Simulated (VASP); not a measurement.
Write the native input for VASP 6.6.1 that does the following.

- Task: relaxation of cell and atoms
- Functional: PBEsol
- Potentials or basis: VASP PAW PBE potentials, release 64 (Hf_pv, C)
- Cutoff: 600 eV
- k mesh: 7 × 7 × 7
- Occupations: fermi-dirac, width 0.05 eV
- Spin: no spin polarisation
- Dipole correction: no
- Further INCAR settings: ALGO = Normal; EDIFF = 1e-07; IBRION = 2; EDIFFG = -0.01; NSW = 80; ISIF = 3

The structure of HfC lies in POSCAR:

```
HfC
1.0
    0.0000000000      2.3250000000      2.3250000000
    2.3250000000      0.0000000000      2.3250000000
    2.3250000000      2.3250000000      0.0000000000
Hf C
1 1
Direct
    0.0000000000      0.0000000000      0.0000000000
    0.5000000000      0.5000000000      0.5000000000
```

The input as run:

INCAR

```
SYSTEM = HfC
PREC = Accurate
ENCUT = 600
EDIFF = 1E-7
ISMEAR = -1
SIGMA = 0.05
LREAL = .False.
LASPH = .True.
NELM = 120
ALGO = Normal
ISIF = 3
LWAVE = .False.
LCHARG = .False.
GGA = PS
IBRION = 2
NSW = 80
EDIFFG = -0.01
GGA_COMPAT = .False.
NELMIN = 4
```

KPOINTS

```
Automatic mesh
0
Gamma
  7 7 7
  0 0 0
```

Potentials or basis: VASP PAW PBE potentials, release 64 (Hf_pv, C).

Command:

```sh
$ cat potpaw_PBE.64/Hf_pv/POTCAR potpaw_PBE.64/C/POTCAR > POTCAR
$ mpirun -np 1 vasp_std > vasp.out
```

It gave:

```json
{
  "Relaxed volume": "12.21 Å³/atom",
  "Relaxed cell": "a = 3.257 Å, b = 3.257 Å, c = 3.257 Å, α = 60.00°, β = 60.00°, γ = 60.00°",
  "Space group after relaxing (to 0.1 Å)": "Fm-3m (No. 225)",
  "Energy gained by relaxing": "8.1 meV/atom",
  "Ionic steps": "3",
  "Pressure after relaxing": "-0.1 GPa",
  "Band gap on the k mesh": "zero (bands 7 and 8 overlap by 1.46 eV)"
}
```

Caveat: the PAW data sets were made with another functional, which shifts forces and pressure a little; spin-orbit coupling is left out, which moves the levels of the heavy elements.

Run time: 22 s on 1 thread of Intel(R) Xeon(R) Platinum 8559C (Emerald Rapids), on a shared host, peak memory 0.16 GiB.
